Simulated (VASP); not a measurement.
# Hg (P6_3/mmc) in VASP: notebook

Runs on Hg. Level: PBEsol+D3(BJ). Tasks: single point.

All numbers are computed with VASP 6.6.1; they aren't measurements. Logs are shortened: lines on timing, memory, paths and dates and some standing lists are left out, and cuts for length are marked.

## (1) The cell of the first run

It takes space group P6_3/mmc (No. 194, hexagonal). The conventional cell has a = 3.233 Å, b = 3.233 Å, c = 5.055 Å, α = 90.00°, β = 90.00°, γ = 120.00°. Hg (site symmetry -6m2) has 12 Hg at 3.14 to 3.23 Å within 4.1 Å.

## (2) Single point, PBEsol+D3(BJ)

The input, INCAR:

```
ALGO = Fast
EDIFF = 1E-6
ENCUT = 520
GGA = PS
ISIF = 2
ISMEAR = 0
IVDW = 12
LASPH = T
LCHARG = F
LREAL = F
LWAVE = F
NBANDS = 19
NELM = 60
PREC = Accurate
SIGMA = 0.15
```

The input, KPOINTS:

```
k-points
0
Gamma
  18 18 10
```

The input, POSCAR:

```
Hg
1.0
    3.2329000000      0.0000000000      0.0000000000
   -1.6164500000      2.7997735279      0.0000000000
    0.0000000000      0.0000000000      5.0554047156
Hg
2
Direct
    0.6666666667      0.3333333333      0.7500000000
    0.3333333333      0.6666666667      0.2500000000
```

Potentials or basis: VASP PAW PBE potentials, release 64 (Hg).

Run with:

```bash
$ cat potpaw_PBE.64/Hg/POTCAR > POTCAR
$ mpirun -np 1 vasp_std > vasp.out
```

OUTCAR:

```text
EDIFF = 1E-6
   ENCUT = 520
   GGA = PS
   ISIF = 2
   ISMEAR = 0
   IVDW = 12
   LASPH = T
   LREAL = F
   NELM = 60
   PREC = Accurate
 IVDW          = 12

 ion  position               nearest neighbor table
   1  0.667  0.333  0.750-   2 3.14   2 3.14   2 3.14   2 3.14   2 3.14   2 3.14
   2  0.333  0.667  0.250-   1 3.14   1 3.14   1 3.14   1 3.14   1 3.14   1 3.14

  LATTYP: Found a hexagonal cell.
 ALAT       =     3.2329000000
 C/A-ratio  =     1.5637368046

  Lattice vectors:

 A1 = (   3.2329000000,   0.0000000000,   0.0000000000)
 A2 = (  -1.6164500000,   2.7997735279,   0.0000000000)
 A3 = (   0.0000000000,   0.0000000000,   5.0554047156)

Analysis of symmetry for initial positions (statically):
=====================================================================
 Subroutine PRICEL returns:
 Original cell was already a primitive cell.

 Routine SETGRP: Setting up the symmetry group for a
 hexagonal supercell.

 Subroutine GETGRP returns: Found 24 space group operations
 (whereof 12 operations were pure point group operations)
 out of a pool of 24 trial point group operations.

The static configuration has the point symmetry D_3d.
 The point group associated with its full space group is D_6h.

Analysis of symmetry for dynamics (positions and initial velocities):
=====================================================================
 Subroutine PRICEL returns:
 Original cell was already a primitive cell.

 Routine SETGRP: Setting up the symmetry group for a
 hexagonal supercell.

 Subroutine GETGRP returns: Found 24 space group operations
 (whereof 12 operations were pure point group operations)
 out of a pool of 24 trial point group operations.

The dynamic configuration has the point symmetry D_3d.
 The point group associated with its full space group is D_6h.

 Subroutine INISYM returns: Found 24 space group operations
 (whereof 12 operations are pure point group operations),
 and found     1 'primitive' translations

----------------------------------------------------------------------------------------

                                     Primitive cell

  volume of cell :      45.7584

  direct lattice vectors                    reciprocal lattice vectors
     3.232900000  0.000000000  0.000000000     0.309319806  0.178585873  0.000000000
    -1.616450000  2.799773528  0.000000000     0.000000000  0.357171746  0.000000000
     0.000000000  0.000000000  5.055404716     0.000000000  0.000000000  0.197808100

  length of vectors
     3.232900000  3.232900000  5.055404716     0.357171746  0.357171746  0.197808100

  position of ions in fractional coordinates (direct lattice)
     0.666666667  0.333333333  0.750000000
     0.333333333  0.666666667  0.250000000

  ion indices of the primitive-cell ions
   primitive index   ion index
                 1           1
                 2           2

----------------------------------------------------------------------------------------

 KPOINTS: k-points

Automatic generation of k-mesh.
 Grid dimensions read from file:
 generate k-points for:   18   18   10

 Generating k-lattice:

  Cartesian coordinates                     Fractional coordinates (reciprocal lattice)
     0.017184434  0.009921437  0.000000000     0.055555556  0.000000000  0.000000000
     0.000000000  0.019842875  0.000000000     0.000000000  0.055555556  0.000000000
     0.000000000  0.000000000  0.019780810     0.000000000  0.000000000  0.100000000

  Length of vectors
     0.019842875  0.019842875  0.019780810

  Shift w.r.t. Gamma in fractional coordinates (k-lattice)
     0.000000000  0.000000000  0.000000000

 Subroutine IBZKPT returns following result:
 ===========================================

 Found    222 irreducible k-points:

 Following reciprocal coordinates:
            Coordinates               Weight
  0.000000  0.000000  0.000000      1.000000
  0.055556  0.000000  0.000000      6.000000
  0.111111  0.000000  0.000000      6.000000
  0.166667  0.000000  0.000000      6.000000
  0.222222 -0.000000  0.000000      6.000000
  0.277778  0.000000  0.000000      6.000000
[... 16 lines left out ...]
  0.333333  0.111111  0.000000     12.000000
  0.388889  0.111111  0.000000     12.000000
 [... further k-points ...]
   k-points           NKPTS =    222   k-points in BZ     NKDIM =    222   number of bands    NBANDS=     19
   number of dos      NEDOS =    301   number of ions     NIONS =      2
   total plane-waves  NPLWV =  23040
   dimension x,y,z NGX =    24 NGY =   24 NGZ =   40
   dimension x,y,z NGXF=    48 NGYF=   48 NGZF=   80
   ions per type =               2
   NGX,Y,Z   is equivalent  to a cutoff of  12.34, 12.34, 13.15 a.u.
   NGXF,Y,Z  is equivalent  to a cutoff of  24.68, 24.68, 26.31 a.u.
 SYSTEM =  unknown system
   PREC   = accura    normal or accurate (medium, high low for compatibility)
   ISTART =      0    job   : 0-new  1-cont  2-samecut
   ICHARG =      2    charge: 1-file 2-atom 10-const
   ISPIN  =      1    spin polarized calculation?
   LNONCOLLINEAR =      F non collinear calculations
   LSORBIT =      F    spin-orbit coupling
   LASPH  =      T    aspherical Exc in radial PAW
   ENCUT  =  520.0 eV  38.22 Ry    6.18 a.u.   6.01  6.01  9.40*2*pi/ulx,y,z
   NELM   =     60;   NELMIN=  2; NELMDL= -5     # of ELM steps
   EDIFF  = 0.1E-05   stopping-criterion for ELM
   LREAL  =      F    real-space projection
   EDIFFG = 0.1E-04   stopping-criterion for IOM
   NSW    =      0    number of steps for IOM
   IBRION =     -1    ionic relax: 0-MD 1-quasi-New 2-CG
   NFREE  =      0    steps in history (QN), initial steepest desc. (CG)
   ISIF   =      2    stress and relaxation
   ISYM   =      2    0-nonsym 1-usesym 2-fastsym
   POTIM  = 0.5000    time-step for ionic-motion
   TEBEG  =    0.0;   TEEND  =   0.0 temperature during run
   PSTRESS=    0.0 pullay stress
   NELECT =      24.0000    total number of electrons
   NUPDOWN=      -1.0000    fix difference up-down
   EMIN   =  10.00;   EMAX   =-10.00  energy-range for DOS
   EFERMI =   0.00;   METHOD = LEGACY
   ISMEAR =     0;   SIGMA  =   0.15  broadening in eV -4-tet -1-fermi 0-gaus
   EFERMI_NEDOS =   21; number of points for ismear=-14 and -15
   IALGO  =     68    algorithm
   IMIX   =      4    mixing-type and parameters
[... 18 lines left out ...]
   NGX = 13   NGY = 13   NGZ = 19

 number of electron      24.0000000 magnetization

 Free energy of the ion-electron system (eV)
  ---------------------------------------------------
  ext. energy  EPLUGINS =         0.00000000
  ---------------------------------------------------
  free energy    TOTEN  =        -1.08034163 eV

  energy without entropy =       -1.07249500  energy(sigma->0) =       -1.07641832

 E-fermi :   2.6671     XC(G=0): -11.2220

 val. band max:        2.6640621409   @ k =   0.3333   0.1111   0.1000
 cond. band min:       2.6772929741   @ k =   0.4444   0.0556   0.3000
 fundamental gap:      0.0132308332
 Fermi energy:         2.6670939261

 k-point     1 :       0.0000    0.0000    0.0000
  band No.  band energies     occupation
      1      -6.5595      2.00000
      2      -5.3118      2.00000
      3      -4.1936      2.00000
      4      -4.1936      2.00000
      5      -4.1523      2.00000
      6      -4.0235      2.00000
[... 11 lines left out ...]
     18      17.6019      0.00000
     19      17.6202      0.00000

 k-point     2 :       0.0556    0.0000    0.0000
  band No.  band energies     occupation
      1      -6.4907      2.00000
      2      -5.2750      2.00000
      3      -4.2574      2.00000
      4      -4.1635      2.00000
      5      -4.0866      2.00000
      6      -4.0314      2.00000
[... 11 lines left out ...]
     18      18.0029      0.00000
     19      18.1489      0.00000

 k-point     3 :       0.1111    0.0000    0.0000
  band No.  band energies     occupation
      1      -6.2894      2.00000
      2      -5.1755      2.00000
      3      -4.3350      2.00000
      4      -4.0759      2.00000
      5      -4.0613      2.00000
      6      -4.0235      2.00000
[... 11 lines left out ...]
     18      18.0294      0.00000
     19      18.2320      0.00000

 k-point     4 :       0.1667    0.0000    0.0000
  band No.  band energies     occupation
      1      -5.9760      2.00000
      2      -5.0516      2.00000
      3      -4.3867      2.00000
      4      -4.1462      2.00000
      5      -4.0839      2.00000
      6      -4.0655      2.00000
[... 11 lines left out ...]
     18      16.8820      0.00000
     19      18.0659      0.00000

 k-point     5 :       0.2222   -0.0000    0.0000
  band No.  band energies     occupation
      1      -5.6032      2.00000
      2      -4.9788      2.00000
      3      -4.3465      2.00000
      4      -4.3173      2.00000
      5      -4.1424      2.00000
      6      -4.0815      2.00000
[... 11 lines left out ...]
     18      15.5029      0.00000
     19      17.3519      0.00000

 k-point     6 :       0.2778    0.0000    0.0000
  band No.  band energies     occupation
      1      -5.2811      2.00000
      2      -5.0010      2.00000
      3      -4.5079      2.00000
      4      -4.2185      2.00000
      5      -4.1638      2.00000
      6      -4.0258      2.00000
[... 11 lines left out ...]
     18      15.2167      0.00000
     19      16.6926      0.00000

 k-point     7 :       0.3333   -0.0000    0.0000
  band No.  band energies     occupation
      1      -5.1124      2.00000
      2      -5.0678      2.00000
      3      -4.6836      2.00000
      4      -4.2858      2.00000
      5      -3.9815      2.00000
      6      -3.8469      2.00000
[... 11 lines left out ...]
     18      15.1030      0.00000
     19      16.1608      0.00000

 k-point     8 :       0.3889   -0.0000    0.0000
  band No.  band energies     occupation
      1      -5.1435      2.00000
      2      -5.0528      2.00000
      3      -4.8213      2.00000
      4      -4.3381      2.00000
      5      -3.8933      2.00000
      6      -3.8569      2.00000
[... 256 lines left out ...]
 k-point    20 :       0.1667    0.1111    0.0000
  band No.  band energies     occupation
      1      -5.4387      2.00000
      2      -4.8773      2.00000
      3      -4.4720      2.00000
      4      -4.3668      2.00000
      5      -4.1954      2.00000
      6      -4.0745      2.00000
[... 11 lines left out ...]
     18      15.9541      0.00000
     19      16.2163      0.00000

 k-point    21 :       0.2222    0.1111    0.0000
  band No.  band energies     occupation
      1      -5.1335      2.00000
      2      -4.8830      2.00000
      3      -4.5488      2.00000
      4      -4.3414      2.00000
      5      -4.2554      2.00000
      6      -4.0240      2.00000
[... 11 lines left out ...]
     18      15.2684      0.00000
     19      15.6598      0.00000

 k-point    22 :       0.2778    0.1111    0.0000
  band No.  band energies     occupation
      1      -4.9854      2.00000
      2      -4.9457      2.00000
      3      -4.7138      2.00000
      4      -4.3037      2.00000
      5      -4.0950      2.00000
      6      -3.9361      2.00000
[... 11 lines left out ...]
     18      14.6796      0.00000
     19      15.2140      0.00000

 k-point    23 :       0.3333    0.1111    0.0000
  band No.  band energies     occupation
      1      -5.0252      2.00000
      2      -4.9326      2.00000
      3      -4.8421      2.00000
      4      -4.3381      2.00000
      5      -3.8960      2.00000
      6      -3.8819      2.00000
[... 11 lines left out ...]
     18      14.2216      0.00000
     19      14.8891      0.00000

 k-point    24 :       0.3889    0.1111    0.0000
  band No.  band energies     occupation
      1      -5.0730      2.00000
      2      -4.9288      2.00000
      3      -4.9228      2.00000
      4      -4.3583      2.00000
      5      -3.9212      2.00000
      6      -3.8203      2.00000
[... 11 lines left out ...]
     18      13.9301      0.00000
     19      14.6918      0.00000

 [... further k-points ...]

------------------------ aborting loop because EDIFF is reached ----------------------------------------

 Edisp (eV)   -0.87314

 E8    (eV) :    -0.5923

  FORCE on cell =-STRESS in cart. coord.  units (eV):
  Direction    XX          YY          ZZ          XY          YZ          ZX
  --------------------------------------------------------------------------------------
  -------------------------------------------------------------------------------------
  Total      -0.42808    -0.42808    -0.42956     0.00000     0.00000     0.00000
  in kB     -14.98883   -14.98883   -15.04057     0.00000     0.00000     0.00000
  external pressure =      -15.01 kB  Pullay stress =        0.00 kB

 VOLUME and BASIS-vectors are now :
 -----------------------------------------------------------------------------
  energy-cutoff  :      520.00
  volume of cell :       45.76
      direct lattice vectors                 reciprocal lattice vectors
     3.232900000  0.000000000  0.000000000     0.309319806  0.178585873  0.000000000
    -1.616450000  2.799773528  0.000000000     0.000000000  0.357171746  0.000000000
     0.000000000  0.000000000  5.055404716     0.000000000  0.000000000  0.197808100

 POSITION                                       TOTAL-FORCE (eV/Angst)
 -----------------------------------------------------------------------------------
      1.61645      0.93326      3.79155         0.000000      0.000000      0.000000
     -0.00000      1.86652      1.26385        -0.000000     -0.000000      0.000000
 -----------------------------------------------------------------------------------
    total drift:                                0.000000     -0.000000      0.000000

  FREE ENERGIE OF THE ION-ELECTRON SYSTEM (eV)
  ---------------------------------------------------
  free  energy   TOTEN  =        -1.9534805000 eV

  energy  without entropy=       -1.9456338714  energy(sigma->0) =       -1.94955719
```

Run time: 2.1 min. Hardware: 1 thread of Intel Xeon 8259CL, shared host; peak memory 0.29 GiB.

Results:

```
Free energy                : -1.9535 eV
Pressure                   : -1.5 GPa
Band gap on the k mesh     : zero (bands 12 and 13 overlap by 1.28 eV)
Dispersion energy per atom : -0.437 eV
```

Levels at points of the mesh, in eV from the Fermi level:
```csv
k point,band 9,band 10,band 11,band 12,band 13,band 14,band 15,band 16
"(0.00, 0.00, 0.00)",-6.60,-5.76,-5.76,-1.44,-0.92,12.33,12.33,12.89
"(0.50, 0.00, 0.00)",-5.65,-5.59,-2.50,-2.41,3.20,3.40,4.26,6.71
"(0.00, 0.00, 0.50)",-6.00,-6.00,-6.00,-6.00,7.67,7.67,13.14,13.14
"(0.50, 0.00, 0.50)",-5.69,-5.69,-1.38,-1.38,-0.23,-0.23,9.19,9.19
```

Caveat: the PAW data sets were made with another functional, which shifts forces and pressure a little; spin-orbit coupling is left out, which moves the levels of the heavy elements.

## (3) Single point, PBEsol+D3(BJ)

This run uses another cell than the first one, of 26.82 Å³/atom.

The input, INCAR:

```
SYSTEM = Hg
PREC = Accurate
ENCUT = 520
EDIFF = 1E-6
ISMEAR = 0
SIGMA = 0.15
LREAL = .False.
LASPH = .True.
NELM = 100
ALGO = Fast
ISIF = 2
LWAVE = .False.
LCHARG = .False.
GGA = PS
IVDW = 12
NBANDS = 19
```

The input, KPOINTS:

```
regular mesh
0
Gamma
  18 18 10
  0 0 0
```

The input, POSCAR:

```
Hg
1.0
    3.2723000000      0.0000000000      0.0000000000
   -1.6361500000      2.8338949288      0.0000000000
    0.0000000000      0.0000000000      5.7834000000
Hg
2
Direct
    0.6666666667      0.3333333333      0.7500000000
    0.3333333333      0.6666666667      0.2500000000
```

Potentials or basis: VASP PAW PBE potentials, release 64 (Hg).

Run with:

```bash
$ cat potpaw_PBE.64/Hg/POTCAR > POTCAR
$ mpirun -np 1 vasp_std > vasp.out
```

It took 83 s on 1 thread of Intel Xeon Platinum 8259CL at 2.50GHz (Skylake/Cascade Lake), shared host; peak memory 0.31 GiB.

It converged, with:

* Free energy: -1.7756 eV
* Pressure: -4.4 GPa
* Band gap on the k mesh: zero (bands 12 and 13 overlap by 1.17 eV)
* Dispersion energy per atom: -0.370 eV

Stress tensor (GPa, compression positive):
```
-4.07  0.00  0.00
 0.00 -4.07  0.00
 0.00  0.00 -5.00
```

Levels at points of the mesh, in eV from the Fermi level:
| k point | band 9 | band 10 | band 11 | band 12 | band 13 | band 14 | band 15 | band 16 |
| --- | --- | --- | --- | --- | --- | --- | --- | --- |
| (0.00, 0.00, 0.00) | -5.79 | -5.41 | -5.41 | -2.25 | -1.08 | 11.77 | 12.89 | 12.89 |
| (0.50, 0.00, 0.00) | -5.23 | -5.18 | -1.76 | -1.42 | 2.11 | 2.58 | 4.06 | 6.69 |
| (0.00, 0.00, 0.50) | -5.56 | -5.56 | -5.56 | -5.56 | 5.09 | 5.09 | 13.76 | 13.76 |
| (0.50, 0.00, 0.50) | -5.20 | -5.20 | -0.81 | -0.81 | 0.10 | 0.10 | 8.51 | 8.51 |

Caveat: the cell stands under tension; the PAW data sets were made with another functional, which shifts forces and pressure a little; spin-orbit coupling is left out, which moves the levels of the heavy elements.

## (4) Single point, PBEsol+D3(BJ)

This run uses another cell than the first one, of 27.47 Å³/atom.

The input, INCAR:

```
SYSTEM = Hg
  ALGO = Fast
  EDIFF = 1E-7
  ENCUT = 520
  GGA = PS
  ISIF = 2
  ISMEAR = 0
  IVDW = 12
  LASPH = .TRUE.
  LCHARG = .FALSE.
  LREAL = .FALSE.
  LWAVE = .FALSE.
  NBANDS = 19
  NELM = 60
  PREC = Accurate
  SIGMA = 0.15
```

The input, KPOINTS:

```
k-points
0
G
  18 18 10
  0 0 0
```

The input, POSCAR:

```
Hg
1.0
    3.3118000000      0.0000000000      0.0000000000
   -1.6559000000      2.8681029323      0.0000000000
    0.0000000000      0.0000000000      5.7834000000
Hg
2
Direct
    0.6666666667      0.3333333333      0.7500000000
    0.3333333333      0.6666666667      0.2500000000
```

Run with:

```bash
$ cat potpaw_PBE.64/Hg/POTCAR > POTCAR
$ mpirun -np 1 vasp_std > vasp.out
```

Wall time 2.5 min (1 thread of Intel Xeon Platinum 8259CL at 2.50GHz (Skylake/Cascade Lake), shared host); peak memory 0.34 GiB.

It converged, with:

```
Free energy                : -1.7428 eV
Pressure                   : -4.4 GPa
Band gap on the k mesh     : zero (bands 12 and 13 overlap by 0.97 eV)
Dispersion energy per atom : -0.361 eV
```

Stress tensor (GPa, compression positive):
```
-4.13  0.00  0.00
 0.00 -4.13  0.00
 0.00  0.00 -5.04
```

Levels at points of the mesh, in eV from the Fermi level:
```csv
k point,band 8,band 9,band 10,band 11,band 12,band 13,band 14,band 15,band 16,band 17
"(0.00, 0.00, 0.00)",-5.72,-5.72,-5.35,-5.35,-2.13,-0.90,11.96,12.56,12.56,13.43
"(0.50, 0.00, 0.00)",-5.32,-5.18,-5.14,-1.79,-1.39,2.14,2.69,4.09,6.68,7.52
"(0.00, 0.00, 0.50)",-5.66,-5.49,-5.49,-5.49,-5.49,5.23,5.23,13.43,13.43,13.43
"(0.50, 0.00, 0.50)",-5.33,-5.16,-5.16,-0.84,-0.84,0.19,0.19,8.56,8.56,9.16
```

Caveat: the cell stands under tension; the PAW data sets were made with another functional, which shifts forces and pressure a little; spin-orbit coupling is left out, which moves the levels of the heavy elements.

## (5) Summary

| cell | further INCAR settings | gap on the mesh (eV) | pressure (GPa) |
| --- | --- | --- | --- |
| a = 3.233, b = 3.233, c = 5.055 Å, angles 90.0, 90.0, 120.0°, 2 atoms | ALGO = Fast; EDIFF = 1e-06; NBANDS = 19 | none | -1.5 |
| a = 3.272, b = 3.272, c = 5.783 Å, angles 90.0, 90.0, 120.0°, 2 atoms | ALGO = Fast; EDIFF = 1e-06; NBANDS = 19 | none | -4.4 |
| a = 3.312, b = 3.312, c = 5.783 Å, angles 90.0, 90.0, 120.0°, 2 atoms | ALGO = Fast; EDIFF = 1e-07; NBANDS = 19 | none | -4.4 |

Alike in all rows: task single point; level PBEsol+D3(BJ); potentials or basis VASP PAW PBE potentials, release 64 (Hg); no spin polarisation; k mesh 18 × 18 × 10; cutoff (eV) 520; smearing gaussian 0.15 eV.

Caveats: the PAW data sets were made with another functional, which shifts forces and pressure a little; spin-orbit coupling is left out, which moves the levels of the heavy elements; the cell stands under tension (at least some runs).

Absolute energies hang on the potentials; compare differences alone.
